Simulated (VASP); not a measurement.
# NiO (Fm-3m) in VASP: notebook

Runs on NiO. Level: PBE+U. Tasks: single point.

All numbers are computed with VASP 6.6.1; they aren't measurements. Logs are shortened: lines on timing, memory, paths and dates and some standing lists are left out, and cuts for length are marked.

## Step 1: The cell of the first run

The structure is cubic, space group Fm-3m (No. 225). Conventional cell: a = 4.089 Å, b = 4.089 Å, c = 4.089 Å, α = 90.00°, β = 90.00°, γ = 90.00°. Ni (site symmetry m-3m) has 6 O at 2.04 Å within 2.7 Å. Within 2.7 Å of O (site symmetry m-3m) lie 6 Ni at 2.04 Å.

## Step 2: Single point, PBE+U, collinear spin, ferromagnetic start (volume scaled by 0.88)

INCAR reads:

```
SYSTEM = NiO
PREC = Accurate
ENCUT = 520
EDIFF = 1E-6
ISMEAR = 0
SIGMA = 0.02
LREAL = .False.
LASPH = .True.
NELM = 150
ALGO = Normal
ISIF = 2
LWAVE = .False.
LCHARG = .False.
ISPIN = 2
MAGMOM = 1.91 0.21
LORBIT = 11
LMAXMIX = 4
LDAU = .True.
LDAUTYPE = 2
LDAUL = 2 -1
LDAUU = 6.2 0
LDAUJ = 0 0
LDAUPRINT = 1
GGA = PE
NBANDS = 19
```

KPOINTS reads:

```
Automatic mesh
0
Gamma
  12 12 12
  0 0 0
```

POSCAR reads:

```
NiO
1.0
    0.0000000000      2.0447265789      2.0447265789
    2.0447265789      0.0000000000      2.0447265789
    2.0447265789      2.0447265789      0.0000000000
Ni O
1 1
Direct
    0.0000000000      0.0000000000      0.0000000000
    0.5000000000      0.5000000000      0.5000000000
```

Potentials or basis: VASP PAW PBE potentials, release 64 (Ni, O).

Started as:

```bash
> cat potpaw_PBE.64/Ni/POTCAR potpaw_PBE.64/O/POTCAR > POTCAR
> mpirun -np 1 vasp_std > vasp.out
```

OUTCAR:

```text
SYSTEM = NiO
   PREC = Accurate
   ENCUT = 520
   EDIFF = 1E-6
   ISMEAR = 0
   LREAL = .False.
   LASPH = .True.
   NELM = 150
   ISIF = 2
   ISPIN = 2
   LORBIT = 11
   GGA = PE

 ion  position               nearest neighbor table
   1  0.000  0.000  0.000-   2 2.04   2 2.04   2 2.04   2 2.04   2 2.04   2 2.04
   2  0.500  0.500  0.500-   1 2.04   1 2.04   1 2.04   1 2.04   1 2.04   1 2.04

  LATTYP: Found a face centered cubic cell.
 ALAT       =     4.0894531578

  Lattice vectors:

 A1 = (   0.0000000000,   2.0447265789,   2.0447265789)
 A2 = (   2.0447265789,   0.0000000000,   2.0447265789)
 A3 = (   2.0447265789,   2.0447265789,   0.0000000000)

Analysis of symmetry for initial positions (statically):
=====================================================================
 Subroutine PRICEL returns:
 Original cell was already a primitive cell.

 Routine SETGRP: Setting up the symmetry group for a
 face centered cubic supercell.

 Subroutine GETGRP returns: Found 48 space group operations
 (whereof 48 operations were pure point group operations)
 out of a pool of 48 trial point group operations.

The static configuration has the point symmetry O_h .

Analysis of symmetry for dynamics (positions and initial velocities):
=====================================================================
 Subroutine PRICEL returns:
 Original cell was already a primitive cell.

 Routine SETGRP: Setting up the symmetry group for a
 face centered cubic supercell.

 Subroutine GETGRP returns: Found 48 space group operations
 (whereof 48 operations were pure point group operations)
 out of a pool of 48 trial point group operations.

The dynamic configuration has the point symmetry O_h .

Analysis of structural, dynamic, and magnetic symmetry:
=====================================================================
 Subroutine PRICEL returns:
 Original cell was already a primitive cell.

 Routine SETGRP: Setting up the symmetry group for a
 face centered cubic supercell.

 Subroutine GETGRP returns: Found 48 space group operations
 (whereof 48 operations were pure point group operations)
 out of a pool of 48 trial point group operations.

The overall configuration has the point symmetry O_h .

 Subroutine INISYM returns: Found 48 space group operations
 (whereof 48 operations are pure point group operations),
 and found     1 'primitive' translations

----------------------------------------------------------------------------------------

                                     Primitive cell

  volume of cell :      17.0976

  direct lattice vectors                    reciprocal lattice vectors
     0.000000000  2.044726579  2.044726579    -0.244531472  0.244531472  0.244531472
     2.044726579  0.000000000  2.044726579     0.244531472 -0.244531472  0.244531472
     2.044726579  2.044726579  0.000000000     0.244531472  0.244531472 -0.244531472

  length of vectors
     2.891680059  2.891680059  2.891680059     0.423540933  0.423540933  0.423540933

  position of ions in fractional coordinates (direct lattice)
     0.000000000  0.000000000  0.000000000
     0.500000000  0.500000000  0.500000000

  ion indices of the primitive-cell ions
   primitive index   ion index
                 1           1
                 2           2

----------------------------------------------------------------------------------------

 KPOINTS: Automatic mesh

Automatic generation of k-mesh.
 Grid dimensions read from file:
 generate k-points for:   12   12   12

 Generating k-lattice:

  Cartesian coordinates                     Fractional coordinates (reciprocal lattice)
    -0.020377623  0.020377623  0.020377623     0.083333333  0.000000000  0.000000000
     0.020377623 -0.020377623  0.020377623     0.000000000  0.083333333  0.000000000
     0.020377623  0.020377623 -0.020377623     0.000000000  0.000000000  0.083333333

  Length of vectors
     0.035295078  0.035295078  0.035295078

  Shift w.r.t. Gamma in fractional coordinates (k-lattice)
     0.000000000  0.000000000  0.000000000

 Subroutine IBZKPT returns following result:
 ===========================================

 Found     72 irreducible k-points:

 Following reciprocal coordinates:
            Coordinates               Weight
  0.000000  0.000000  0.000000      1.000000
  0.083333  0.000000  0.000000      8.000000
  0.166667  0.000000  0.000000      8.000000
  0.250000  0.000000  0.000000      8.000000
  0.333333  0.000000  0.000000      8.000000
  0.416667  0.000000  0.000000      8.000000
[... 16 lines left out ...]
  0.500000  0.166667  0.000000     24.000000
 -0.416667  0.166667  0.000000     24.000000
 [... further k-points ...]
   k-points           NKPTS =     72   k-points in BZ     NKDIM =     72   number of bands    NBANDS=     19
   number of dos      NEDOS =    301   number of ions     NIONS =      2
   total plane-waves  NPLWV =  13824
   dimension x,y,z NGX =    24 NGY =   24 NGZ =   24
   dimension x,y,z NGXF=    48 NGYF=   48 NGZF=   48
   ions per type =               1   1
   NGX,Y,Z   is equivalent  to a cutoff of  13.80, 13.80, 13.80 a.u.
   NGXF,Y,Z  is equivalent  to a cutoff of  27.60, 27.60, 27.60 a.u.
 SYSTEM =  NiO
   PREC   = accura    normal or accurate (medium, high low for compatibility)
   ISTART =      0    job   : 0-new  1-cont  2-samecut
   ICHARG =      2    charge: 1-file 2-atom 10-const
   ISPIN  =      2    spin polarized calculation?
   LNONCOLLINEAR =      F non collinear calculations
   LSORBIT =      F    spin-orbit coupling
   LASPH  =      T    aspherical Exc in radial PAW
   ENCUT  =  520.0 eV  38.22 Ry    6.18 a.u.   5.38  5.38  5.38*2*pi/ulx,y,z
   NELM   =    150;   NELMIN=  2; NELMDL= -5     # of ELM steps
   EDIFF  = 0.1E-05   stopping-criterion for ELM
   LREAL  =      F    real-space projection
   EDIFFG = 0.1E-04   stopping-criterion for IOM
   NSW    =      0    number of steps for IOM
   IBRION =     -1    ionic relax: 0-MD 1-quasi-New 2-CG
   NFREE  =      0    steps in history (QN), initial steepest desc. (CG)
   ISIF   =      2    stress and relaxation
   ISYM   =      2    0-nonsym 1-usesym 2-fastsym
   POTIM  = 0.5000    time-step for ionic-motion
   TEBEG  =    0.0;   TEEND  =   0.0 temperature during run
   PSTRESS=    0.0 pullay stress
   NELECT =      16.0000    total number of electrons
   NUPDOWN=      -1.0000    fix difference up-down
   EMIN   =  10.00;   EMAX   =-10.00  energy-range for DOS
   EFERMI =   0.00;   METHOD = LEGACY
   ISMEAR =     0;   SIGMA  =   0.02  broadening in eV -4-tet -1-fermi 0-gaus
   EFERMI_NEDOS =   21; number of points for ismear=-14 and -15
   IALGO  =     38    algorithm
   IMIX   =      4    mixing-type and parameters
     AMIX     =   0.40;   BMIX     =  1.00
     AMIX_MAG =   1.60;   BMIX_MAG =  1.00
  volume/ion in A,a.u.               =       8.55        57.69
  Fermi-wavevector in a.u.,A,eV,Ry     =   1.601288  3.025996 34.887037  2.564125
  Thomas-Fermi vector in A             =   2.698290
   LORBIT       =     11    0 simple, 1 ext, 2 COOP (PROOUT), +10 PAW based schemes
 LDA+U is selected, type is set to LDAUTYPE =  2
   angular momentum for each species LDAUL =     2   -1
   U (eV)           for each species LDAUU =   6.2  0.0
   J (eV)           for each species LDAUJ =   0.0  0.0
   GGA     = PE    functional components
   LHFCALC =     F    Hartree Fock is set to
   AEXX    =    0.0000 exact exchange contribution
   IVDW    =     0    specifies the selected vdW correction
   LEPSILON=     F    determine dielectric tensor
   LRPA    =     F    only Hartree local field effects (RPA)
 spin polarized calculation
 Gauss-broadening in eV      SIGMA  =   0.02
  energy-cutoff  :      520.00
  volume of cell :       17.10
 maximum number of plane-waves:       477
 NGX is ok and might be reduce to    24
   NGX = 11   NGY = 11   NGZ = 11

atom =   1  type =  1  l = 2

 onsite density matrix

spin component  1

  0.9861 -0.0000 -0.0000  0.0000  0.0000
 -0.0000  0.9861  0.0000  0.0000 -0.0000
 -0.0000  0.0000  1.0501 -0.0000 -0.0000
  0.0000  0.0000 -0.0000  0.9861 -0.0000
  0.0000 -0.0000 -0.0000 -0.0000  1.0501

spin component  2

  0.9847 -0.0000 -0.0000  0.0000  0.0000
 -0.0000  0.9847  0.0000  0.0000  0.0000
 -0.0000  0.0000  0.1530 -0.0000  0.0000
  0.0000  0.0000 -0.0000  0.9847  0.0000
  0.0000  0.0000  0.0000  0.0000  0.1530

 occupancies and eigenvectors

  o =  0.1530  v =  0.0000  0.0000  0.0000  0.0000  0.0000  0.0000 -0.0000 -0.9986 -0.0000  0.0525      0.0000  0.0000  0.0000  0.0000  0.0000  0.0000  0.0000  0.0000  0.0000  0.0000
  o =  0.1530  v =  0.0000  0.0000  0.0000  0.0000  0.0000  0.0000  0.0000 -0.0525 -0.0000 -0.9986      0.0000  0.0000  0.0000  0.0000  0.0000  0.0000  0.0000  0.0000  0.0000  0.0000
  o =  0.9847  v =  0.0000  0.0000  0.0000  0.0000  0.0000  1.0000  0.0000  0.0000  0.0000  0.0000      0.0000  0.0000  0.0000  0.0000  0.0000  0.0000  0.0000  0.0000  0.0000  0.0000
  o =  0.9847  v =  0.0000  0.0000  0.0000  0.0000  0.0000  0.0000  0.0198  0.0000 -0.9998  0.0000      0.0000  0.0000  0.0000  0.0000  0.0000  0.0000  0.0000  0.0000  0.0000  0.0000
  o =  0.9847  v =  0.0000  0.0000  0.0000  0.0000  0.0000  0.0000 -0.9998  0.0000 -0.0198 -0.0000      0.0000  0.0000  0.0000  0.0000  0.0000  0.0000  0.0000  0.0000  0.0000  0.0000
  o =  0.9861  v =  1.0000  0.0000  0.0000  0.0000  0.0000  0.0000  0.0000  0.0000  0.0000  0.0000      0.0000  0.0000  0.0000  0.0000  0.0000  0.0000  0.0000  0.0000  0.0000  0.0000
  o =  0.9861  v =  0.0000 -0.2487 -0.0000 -0.9686 -0.0000  0.0000  0.0000  0.0000  0.0000  0.0000      0.0000  0.0000  0.0000  0.0000  0.0000  0.0000  0.0000  0.0000  0.0000  0.0000
  o =  0.9861  v =  0.0000  0.9686 -0.0000 -0.2487  0.0000  0.0000  0.0000  0.0000  0.0000  0.0000      0.0000  0.0000  0.0000  0.0000  0.0000  0.0000  0.0000  0.0000  0.0000  0.0000
  o =  1.0501  v =  0.0000  0.0000  0.9993 -0.0000  0.0361  0.0000  0.0000  0.0000  0.0000  0.0000      0.0000  0.0000  0.0000  0.0000  0.0000  0.0000  0.0000  0.0000  0.0000  0.0000
  o =  1.0501  v =  0.0000 -0.0000 -0.0361 -0.0000  0.9993  0.0000  0.0000  0.0000  0.0000  0.0000      0.0000  0.0000  0.0000  0.0000  0.0000  0.0000  0.0000  0.0000  0.0000  0.0000

 number of electron      15.9999993 magnetization       2.0000075

 Free energy of the ion-electron system (eV)
  ---------------------------------------------------
  ext. energy  EPLUGINS =         0.00000000
  ---------------------------------------------------
  free energy    TOTEN  =       -10.09569859 eV

  energy without entropy =      -10.09569859  energy(sigma->0) =      -10.09569859

 E-fermi :   7.9389     XC(G=0): -13.0203

 val. band max:        7.7398173947   @ k =   0.5000   0.0000   0.0000
 cond. band min:      10.1207786674   @ k =   0.0000   0.0000   0.0000
 fundamental gap:      2.3809612728
 Fermi energy:         7.9388662741

 spin component 1

 k-point     1 :       0.0000    0.0000    0.0000
  band No.  band energies     occupation
      1     -11.7627      1.00000
      2       1.4898      1.00000
      3       1.4898      1.00000
      4       2.6120      1.00000
      5       2.6121      1.00000
      6       2.6121      1.00000
[... 11 lines left out ...]
     18      32.0671      0.00000
     19      32.0672      0.00000
[... 485 lines left out ...]
 k-point    24 :      -0.4167    0.1667    0.0000
  band No.  band energies     occupation
      1     -10.1721      1.00000
      2      -0.1472      1.00000
      3       0.1534      1.00000
      4       0.4811      1.00000
      5       3.0460      1.00000
      6       3.2594      1.00000
[... 11 lines left out ...]
     18      39.1146      0.00000
     19      39.1585      0.00000

 [... further k-points ...]

 spin component 2

 k-point     1 :       0.0000    0.0000    0.0000
  band No.  band energies     occupation
      1     -11.4402      1.00000
      2       3.5942      1.00000
      3       3.5947      1.00000
      4       3.5949      1.00000
      5       6.4208      1.00000
      6       6.4208      1.00000
[... 11 lines left out ...]
     18      38.0580      0.00000
     19      38.0583      0.00000
[... 485 lines left out ...]
 k-point    24 :      -0.4167    0.1667    0.0000
  band No.  band energies     occupation
      1      -9.6941      1.00000
      2       0.4183      1.00000
      3       2.9123      1.00000
      4       3.7310      1.00000
      5       5.2353      1.00000
      6       5.3129      1.00000
[... 11 lines left out ...]
     18      40.6572      0.00000
     19      41.2008      0.00000

 [... further k-points ...]
[... 5 lines left out ...]
  --------------------------------------------------------------------------------------
  -------------------------------------------------------------------------------------
  Total        1.7851911      1.7851911      1.7851911      0.0000000      0.0000000     -0.0000000
  in kB      167.2859867    167.2859867    167.2859867      0.0000000      0.0000000     -0.0000000
  external PRESSURE =     167.2859867 kB  Pullay stress =       0.0000000 kB

 VOLUME and BASIS-vectors are now :
 -----------------------------------------------------------------------------
  energy-cutoff  :      520.00
  volume of cell :       17.10
      direct lattice vectors                 reciprocal lattice vectors
     0.000000000  2.044726579  2.044726579    -0.244531472  0.244531472  0.244531472
     2.044726579  0.000000000  2.044726579     0.244531472 -0.244531472  0.244531472
     2.044726579  2.044726579  0.000000000     0.244531472  0.244531472 -0.244531472

 POSITION                                       TOTAL-FORCE (eV/Angst)
 -----------------------------------------------------------------------------------
      0.00000      0.00000      0.00000         0.000000      0.000000     -0.000000
      2.04473      2.04473      2.04473        -0.000000     -0.000000      0.000000
 -----------------------------------------------------------------------------------
    total drift:                                0.000000     -0.000000     -0.000000

  FREE ENERGIE OF THE ION-ELECTRON SYSTEM (eV)
  ---------------------------------------------------
  free  energy   TOTEN  =       -10.0956985931 eV

  energy  without entropy=      -10.0956985931  energy(sigma->0) =      -10.09569859

 total charge

# of ion       s       p       d       tot
------------------------------------------
    1        0.365   0.479   8.287   9.130
    2        1.547   3.521   0.000   5.069
--------------------------------------------------
tot          1.912   4.000   8.287  14.199

 magnetization (x)

# of ion       s       p       d       tot
------------------------------------------
    1        0.012   0.014   1.795   1.821
    2        0.019   0.161   0.000   0.180
--------------------------------------------------
tot          0.031   0.175   1.795   2.001
```

It took 26 s on 1 thread of Intel Xeon Platinum 8488C (Sapphire Rapids), shared host; peak memory 0.17 GiB.

Results:

```
Free energy                                           : -10.0957 eV
Pressure                                              : 16.7 GPa
Band gap on the k mesh                                : 2.38 eV, indirect (least direct gap 3.20 eV)
Net moment                                            : 2.00 μB per cell
Site moments                                          : Ni +1.82; O +0.18 μB
Valence electrons inside the program's atomic spheres : Ni 9.13; O 5.07
```

Levels at points of the mesh, in eV from the valence-band top:
Spin up:
```csv
k point,band 6,band 7,band 8,band 9,band 10,band 11,band 12,band 13
"(0.00, 0.00, 0.00)",-5.13,-1.69,-1.69,-1.69,3.15,18.22,18.22,18.22
"(0.50, 0.00, 0.00)",-4.52,-3.11,0.00,0.00,6.91,11.77,15.45,15.45
"(0.50, 0.50, 0.00)",-4.16,-4.16,-3.16,-3.16,7.51,11.62,12.40,18.55
```
Spin down:
```csv
k point,band 4,band 5,band 6,band 7,band 8,band 9,band 10,band 11
"(0.00, 0.00, 0.00)",-4.14,-1.32,-1.32,-1.32,2.38,2.38,3.50,18.50
"(0.50, 0.00, 0.00)",-4.31,-2.19,-2.18,-2.18,5.01,5.01,7.09,12.23
"(0.50, 0.50, 0.00)",-3.09,-3.09,-2.81,-2.81,2.89,3.47,8.15,11.94
```

Eigenvalues of the final occupation matrices:
| site | spin | trace | eigenvalues |
| --- | --- | --- | --- |
| site 1 d | 1 | 5.06 | 0.99 0.99 0.99 1.05 1.05 |
| site 1 d | 2 | 3.26 | 0.15 0.15 0.98 0.98 0.98 |

Caveat: a cell with one magnetic atom can't hold antiferromagnetic order, which such compounds often take. The state reached can hang on the start; a lower one may exist.

## Step 3: Single point, PBE+U, collinear spin, ferromagnetic start (volume scaled by 0.91)

INCAR reads:

```
SYSTEM = NiO
PREC = Accurate ; ENCUT = 520
EDIFF = 1E-6 ; ISMEAR = 0
SIGMA = 0.02 ; LREAL = .FALSE.
LASPH = .TRUE. ; NELM = 150
ALGO = Normal ; ISIF = 2
LWAVE = .FALSE. ; LCHARG = .FALSE.
ISPIN = 2 ; MAGMOM = 1.91 0.21
LORBIT = 11 ; LMAXMIX = 4
LDAU = .TRUE. ; LDAUTYPE = 2
LDAUL = 2 -1 ; LDAUU = 6.2 0
LDAUJ = 0 0 ; LDAUPRINT = 1
GGA = PE ; NBANDS = 19
```

KPOINTS reads:

```
Automatic mesh
0
G
  12 12 12
  0 0 0
```

POSCAR reads:

```
NiO
1.0
    0.0000000000      2.0677029580      2.0677029580
    2.0677029580      0.0000000000      2.0677029580
    2.0677029580      2.0677029580      0.0000000000
Ni O
1 1
Direct
    0.0000000000      0.0000000000      0.0000000000
    0.5000000000      0.5000000000      0.5000000000
```

Potentials or basis: VASP PAW PBE potentials, release 64 (Ni, O).

Started as:

```bash
> cat potpaw_PBE.64/Ni/POTCAR potpaw_PBE.64/O/POTCAR > POTCAR
> mpirun -np 1 vasp_std > vasp.out
```

It took 26 s on 1 thread of Intel Xeon Platinum 8488C (Sapphire Rapids), shared host; peak memory 0.18 GiB.

Results (log left out):

| Item | Value |
| --- | --- |
| Free energy | -10.1429 eV |
| Pressure | 8.9 GPa |
| Band gap on the k mesh | 2.46 eV, indirect (least direct gap 3.20 eV) |
| Net moment | 2.00 μB per cell |
| Site moments | Ni +1.82; O +0.17 μB |
| Valence electrons inside the program's atomic spheres | Ni 9.06; O 5.05 |

Levels at points of the mesh, in eV from the valence-band top:
Spin up:
```
           k point  band 6  band 7  band 8  band 9  band 10  band 11  band 12  band 13
(0.00, 0.00, 0.00)   -5.06   -1.54   -1.54   -1.54     2.93    18.05    18.05    18.05
(0.50, 0.00, 0.00)   -4.51   -3.11    0.00    0.00     6.83    11.45    15.22    15.22
(0.50, 0.50, 0.00)   -4.17   -4.17   -2.96   -2.96     7.28    11.56    12.16    18.13
```
Spin down:
```
           k point  band 5  band 6  band 7  band 8  band 9  band 10
(0.00, 0.00, 0.00)   -1.19   -1.19   -1.19    2.46    2.46     3.28
(0.50, 0.00, 0.00)   -2.20   -2.08   -2.08    4.94    4.94     7.00
(0.50, 0.50, 0.00)   -3.09   -2.62   -2.62    2.94    3.45     7.92
```

Eigenvalues of the final occupation matrices:
| site | spin | trace | eigenvalues |
| --- | --- | --- | --- |
| site 1 d | 1 | 5.04 | 0.98 0.98 0.98 1.04 1.04 |
| site 1 d | 2 | 3.24 | 0.15 0.15 0.98 0.98 0.98 |

Caveat: a cell with one magnetic atom can't hold antiferromagnetic order, which such compounds often take. The state reached can hang on the start; a lower one may exist.
